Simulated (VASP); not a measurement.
# Pt (Fm-3m) in VASP: single point with r2SCAN

Aim: the single point of Pt with r2SCAN.

All numbers are computed with VASP 6.6.1; they aren't measurements. Logs are shortened: lines on timing, memory, paths and dates and some standing lists are left out, and cuts for length are marked.

## 1. The cell of the first run

Symmetry: Fm-3m, No. 225, cubic system. The conventional cell has a = 3.940 Å, b = 3.940 Å, c = 3.940 Å, α = 90.00°, β = 90.00°, γ = 90.00°. Pt (site symmetry m-3m) has 12 Pt at 2.79 Å within 3.7 Å.

## 2. Single point, r2SCAN

The input, POSCAR:

```
Pt
1.0
    0.0000000000      1.9699682559      1.9699682559
    1.9699682559      0.0000000000      1.9699682559
    1.9699682559      1.9699682559      0.0000000000
Pt
1
Direct
    0.0000000000      0.0000000000      0.0000000000
```

The input, INCAR.step1:

```
PREC = Accurate
ENCUT = 550
ISMEAR = 0
SIGMA = 0.1
LREAL = F
LASPH = T
NELM = 120
NBANDS = 11
GGA = PE
ALGO = Normal
EDIFF = 1E-5
LWAVE = T
LCHARG = F
GGA_COMPAT = F
```

The input, INCAR.step2:

```
PREC = Accurate
ENCUT = 550
EDIFF = 1E-6
ISMEAR = 0
SIGMA = 0.1
LREAL = F
LASPH = T
NELM = 120
ALGO = Normal
ISIF = 2
LWAVE = F
LCHARG = T
METAGGA = R2SCAN
LMIXTAU = T
LELF = T
LVHAR = T
NBANDS = 11
ISTART = 1
GGA_COMPAT = F
```

The input, KPOINTS:

```
Automatic mesh
0
Gamma
  18 18 18
```

Potentials or basis: VASP PAW PBE potentials, release 64 (Pt).

On the command line:

```bash
$ cat potpaw_PBE.64/Pt/POTCAR > POTCAR
$ cp INCAR.step1 INCAR
$ mpirun -np 1 vasp_std > vasp.out
$ cp INCAR.step2 INCAR
$ mpirun -np 1 vasp_std > vasp.out
```

OUTCAR:

```text
PREC = Accurate
   ENCUT = 550
   EDIFF = 1E-6
   ISMEAR = 0
   LREAL = F
   LASPH = T
   NELM = 120
   ISIF = 2
   METAGGA = R2SCAN
   ISTART = 1

 ion  position               nearest neighbor table
   1  0.000  0.000  0.000-

  LATTYP: Found a face centered cubic cell.
 ALAT       =     3.9399365118

  Lattice vectors:

 A1 = (   0.0000000000,   1.9699682559,   1.9699682559)
 A2 = (   1.9699682559,   0.0000000000,   1.9699682559)
 A3 = (   1.9699682559,   1.9699682559,   0.0000000000)

Analysis of symmetry for initial positions (statically):
=====================================================================
 Subroutine PRICEL returns:
 Original cell was already a primitive cell.

 Routine SETGRP: Setting up the symmetry group for a
 face centered cubic supercell.

 Subroutine GETGRP returns: Found 48 space group operations
 (whereof 48 operations were pure point group operations)
 out of a pool of 48 trial point group operations.

The static configuration has the point symmetry O_h .

Analysis of symmetry for dynamics (positions and initial velocities):
=====================================================================
 Subroutine PRICEL returns:
 Original cell was already a primitive cell.

 Routine SETGRP: Setting up the symmetry group for a
 face centered cubic supercell.

 Subroutine GETGRP returns: Found 48 space group operations
 (whereof 48 operations were pure point group operations)
 out of a pool of 48 trial point group operations.

The dynamic configuration has the point symmetry O_h .

 Subroutine INISYM returns: Found 48 space group operations
 (whereof 48 operations are pure point group operations),
 and found     1 'primitive' translations

----------------------------------------------------------------------------------------

                                     Primitive cell

  volume of cell :      15.2900

  direct lattice vectors                    reciprocal lattice vectors
     0.000000000  1.969968256  1.969968256    -0.253811196  0.253811196  0.253811196
     1.969968256  0.000000000  1.969968256     0.253811196 -0.253811196  0.253811196
     1.969968256  1.969968256  0.000000000     0.253811196  0.253811196 -0.253811196

  length of vectors
     2.785955825  2.785955825  2.785955825     0.439613888  0.439613888  0.439613888

  position of ions in fractional coordinates (direct lattice)
     0.000000000  0.000000000  0.000000000

  ion indices of the primitive-cell ions
   primitive index   ion index
                 1           1

----------------------------------------------------------------------------------------

 KPOINTS: Automatic mesh

Automatic generation of k-mesh.
 Grid dimensions read from file:
 generate k-points for:   18   18   18

 Generating k-lattice:

  Cartesian coordinates                     Fractional coordinates (reciprocal lattice)
    -0.014100622  0.014100622  0.014100622     0.055555556  0.000000000  0.000000000
     0.014100622 -0.014100622  0.014100622     0.000000000  0.055555556  0.000000000
     0.014100622  0.014100622 -0.014100622     0.000000000  0.000000000  0.055555556

  Length of vectors
     0.024422994  0.024422994  0.024422994

  Shift w.r.t. Gamma in fractional coordinates (k-lattice)
     0.000000000  0.000000000  0.000000000

 Subroutine IBZKPT returns following result:
 ===========================================

 Found    195 irreducible k-points:

 Following reciprocal coordinates:
            Coordinates               Weight
  0.000000  0.000000  0.000000      1.000000
  0.055556  0.000000  0.000000      8.000000
  0.111111  0.000000  0.000000      8.000000
  0.166667  0.000000  0.000000      8.000000
  0.222222  0.000000  0.000000      8.000000
  0.277778  0.000000  0.000000      8.000000
[... 16 lines left out ...]
 -0.277778  0.055556  0.000000     24.000000
 -0.222222  0.055556  0.000000     24.000000
 [... further k-points ...]
   k-points           NKPTS =    195   k-points in BZ     NKDIM =    195   number of bands    NBANDS=     11
   number of dos      NEDOS =    301   number of ions     NIONS =      1
   total plane-waves  NPLWV =  13824
   dimension x,y,z NGX =    24 NGY =   24 NGZ =   24
   dimension x,y,z NGXF=    48 NGYF=   48 NGZF=   48
   ions per type =               1
   NGX,Y,Z   is equivalent  to a cutoff of  14.32, 14.32, 14.32 a.u.
   NGXF,Y,Z  is equivalent  to a cutoff of  28.64, 28.64, 28.64 a.u.
 SYSTEM =  unknown system
   PREC   = accura    normal or accurate (medium, high low for compatibility)
   ISTART =      1    job   : 0-new  1-cont  2-samecut
   ICHARG =      0    charge: 1-file 2-atom 10-const
   ISPIN  =      1    spin polarized calculation?
   LNONCOLLINEAR =      F non collinear calculations
   LSORBIT =      F    spin-orbit coupling
   LASPH  =      T    aspherical Exc in radial PAW
   ENCUT  =  550.0 eV  40.42 Ry    6.36 a.u.   5.33  5.33  5.33*2*pi/ulx,y,z
   NELM   =    120;   NELMIN=  2; NELMDL=  0     # of ELM steps
   EDIFF  = 0.1E-05   stopping-criterion for ELM
   LREAL  =      F    real-space projection
   EDIFFG = 0.1E-04   stopping-criterion for IOM
   NSW    =      0    number of steps for IOM
   IBRION =     -1    ionic relax: 0-MD 1-quasi-New 2-CG
   NFREE  =      0    steps in history (QN), initial steepest desc. (CG)
   ISIF   =      2    stress and relaxation
   ISYM   =      2    0-nonsym 1-usesym 2-fastsym
   POTIM  = 0.5000    time-step for ionic-motion
   TEBEG  =    0.0;   TEEND  =   0.0 temperature during run
   PSTRESS=    0.0 pullay stress
   NELECT =      10.0000    total number of electrons
   NUPDOWN=      -1.0000    fix difference up-down
   EMIN   =  10.00;   EMAX   =-10.00  energy-range for DOS
   EFERMI =   0.00;   METHOD = LEGACY
   ISMEAR =     0;   SIGMA  =   0.10  broadening in eV -4-tet -1-fermi 0-gaus
   EFERMI_NEDOS =   21; number of points for ismear=-14 and -15
   IALGO  =     38    algorithm
   IMIX   =      4    mixing-type and parameters
     AMIX     =   0.40;   BMIX     =  1.00
     AMIX_MAG =   1.60;   BMIX_MAG =  1.00
  volume/ion in A,a.u.               =      15.29       103.18
  Fermi-wavevector in a.u.,A,eV,Ry     =   1.421038  2.685372 27.474900  2.019348
  Thomas-Fermi vector in A             =   2.541890
   LORBIT       =      0    0 simple, 1 ext, 2 COOP (PROOUT), +10 PAW based schemes
   METAGGA = R2SCAN    functional components
   LHFCALC =     F    Hartree Fock is set to
   AEXX    =    0.0000 exact exchange contribution
   IVDW    =     0    specifies the selected vdW correction
   LEPSILON=     F    determine dielectric tensor
   LRPA    =     F    only Hartree local field effects (RPA)
 non-spin polarized calculation
 Gauss-broadening in eV      SIGMA  =   0.10
  energy-cutoff  :      550.00
  volume of cell :       15.29
 maximum number of plane-waves:       464
 NGX is ok and might be reduce to    24
   NGX = 11   NGY = 11   NGZ = 11

 number of electron      10.0000001 magnetization

 Free energy of the ion-electron system (eV)
  ---------------------------------------------------
  ext. energy  EPLUGINS =         0.00000000
  ---------------------------------------------------
  free energy    TOTEN  =       -51.50119659 eV

  energy without entropy =      -51.49086936  energy(sigma->0) =      -51.49603297

 E-fermi :  10.7542     XC(G=0): -14.5384

 val. band max:       10.7512284232   @ k =   0.4444   0.1111   0.0000
 cond. band min:      10.7542711921   @ k =  -0.2778   0.3889   0.1667
 fundamental gap:      0.0030427690
 Fermi energy:        10.7541572539

 k-point     1 :       0.0000    0.0000    0.0000
  band No.  band energies     occupation
      1       0.4155      2.00000
      2       6.9220      2.00000
      3       6.9220      2.00000
      4       6.9220      2.00000
      5       9.0376      2.00000
      6       9.0376      2.00000
      7      26.2722      0.00000
      8      31.3625      0.00000
      9      31.3625      0.00000
     10      31.3625      0.00000
     11      37.1857      0.00000

 k-point     2 :       0.0556    0.0000    0.0000
  band No.  band energies     occupation
      1       0.5436      2.00000
      2       6.8656      2.00000
      3       6.9729      2.00000
      4       6.9729      2.00000
      5       9.0098      2.00000
      6       9.0098      2.00000
      7      26.4675      0.00000
      8      30.6933      0.00000
      9      31.5543      0.00000
     10      31.5543      0.00000
     11      37.9068      0.00000

 k-point     3 :       0.1111    0.0000    0.0000
  band No.  band energies     occupation
      1       0.9160      2.00000
      2       6.7210      2.00000
      3       7.1054      2.00000
      4       7.1054      2.00000
      5       8.9515      2.00000
      6       8.9515      2.00000
      7      26.9959      0.00000
      8      29.2576      0.00000
      9      32.1109      0.00000
     10      32.1109      0.00000
     11      38.4748      0.00000

 k-point     4 :       0.1667    0.0000    0.0000
  band No.  band energies     occupation
      1       1.4912      2.00000
      2       6.5620      2.00000
      3       7.2518      2.00000
      4       7.2518      2.00000
      5       8.9419      2.00000
      6       8.9419      2.00000
      7      27.4727      0.00000
      8      27.7679      0.00000
      9      32.9707      0.00000
     10      32.9707      0.00000
     11      36.7572      0.00000
[... 239 lines left out ...]
 k-point    22 :      -0.3333    0.0556    0.0000
  band No.  band energies     occupation
      1       3.3488      2.00000
      2       6.9973      2.00000
      3       7.1075      2.00000
      4       7.6533      2.00000
      5       9.7835      2.00000
      6      10.5438      1.99706
      7      20.8659      0.00000
      8      26.9966      0.00000
      9      31.2186      0.00000
     10      33.2741      0.00000
     11      36.6581      0.00000

 k-point    23 :      -0.2778    0.0556    0.0000
  band No.  band energies     occupation
      1       3.0663      2.00000
      2       6.7951      2.00000
      3       7.1954      2.00000
      4       7.2598      2.00000
      5       9.2775      2.00000
      6      10.0190      2.00000
      7      23.0690      0.00000
      8      27.6797      0.00000
      9      32.1438      0.00000
     10      35.0515      0.00000
     11      35.1059      0.00000

 k-point    24 :      -0.2222    0.0556    0.0000
  band No.  band energies     occupation
      1       2.5094      2.00000
      2       6.4422      2.00000
      3       7.3081      2.00000
      4       7.3743      2.00000
      5       8.8704      2.00000
      6       9.5598      2.00000
      7      25.1529      0.00000
      8      28.1638      0.00000
      9      32.6873      0.00000
     10      34.3052      0.00000
     11      35.5125      0.00000

 [... further k-points ...]

------------------------ aborting loop because EDIFF is reached ----------------------------------------

  FORCE on cell =-STRESS in cart. coord.  units (eV):
  Direction    XX          YY          ZZ          XY          YZ          ZX
  --------------------------------------------------------------------------------------
  -------------------------------------------------------------------------------------
  Total        0.0734405      0.0734405      0.0734405      0.0000000     -0.0000000     -0.0000000
  in kB        7.6955299      7.6955299      7.6955299      0.0000000     -0.0000000     -0.0000000
  external PRESSURE =       7.6955299 kB  Pullay stress =       0.0000000 kB

 VOLUME and BASIS-vectors are now :
 -----------------------------------------------------------------------------
  energy-cutoff  :      550.00
  volume of cell :       15.29
      direct lattice vectors                 reciprocal lattice vectors
     0.000000000  1.969968256  1.969968256    -0.253811196  0.253811196  0.253811196
     1.969968256  0.000000000  1.969968256     0.253811196 -0.253811196  0.253811196
     1.969968256  1.969968256  0.000000000     0.253811196  0.253811196 -0.253811196

 POSITION                                       TOTAL-FORCE (eV/Angst)
 -----------------------------------------------------------------------------------
      0.00000      0.00000      0.00000        -0.000000      0.000000     -0.000000
 -----------------------------------------------------------------------------------
    total drift:                               -0.000000      0.000000     -0.000000

  FREE ENERGIE OF THE ION-ELECTRON SYSTEM (eV)
  ---------------------------------------------------
  free  energy   TOTEN  =       -51.5011965922 eV

  energy  without entropy=      -51.4908693567  energy(sigma->0) =      -51.49603297
```

Run time: 56 s. Hardware: 1 thread of Intel Xeon Platinum 8559C (Emerald Rapids), shared host; peak memory 0.18 GiB.

Results:

| Quantity | Value |
| --- | --- |
| Free energy | -51.5012 eV |
| Pressure | 0.8 GPa |
| Band gap on the k mesh | zero (band 5 reaches 11.26 eV, above the bottom of band 6 at 8.94 eV) |

Levels at points of the mesh, in eV from the Fermi level:
| k point | band 1 | band 2 | band 3 | band 4 | band 5 | band 6 | band 7 | band 8 | band 9 | band 10 |
| --- | --- | --- | --- | --- | --- | --- | --- | --- | --- | --- |
| (0.00, 0.00, 0.00) | -10.34 | -3.83 | -3.83 | -3.83 | -1.72 | -1.72 | 15.52 | 20.61 | 20.61 | 20.61 |
| (0.50, 0.00, 0.00) | -7.43 | -3.93 | -3.93 | -0.25 | 0.02 | 0.02 | 6.05 | 15.16 | 19.86 | 19.86 |
| (0.50, 0.50, 0.00) | -7.15 | -6.72 | -0.06 | 0.51 | 0.51 | 1.97 | 9.19 | 11.98 | 11.98 | 21.11 |

Caveat: the PAW data sets were made with another functional, which shifts forces and pressure a little; spin-orbit coupling is left out, which moves the levels of the heavy elements.
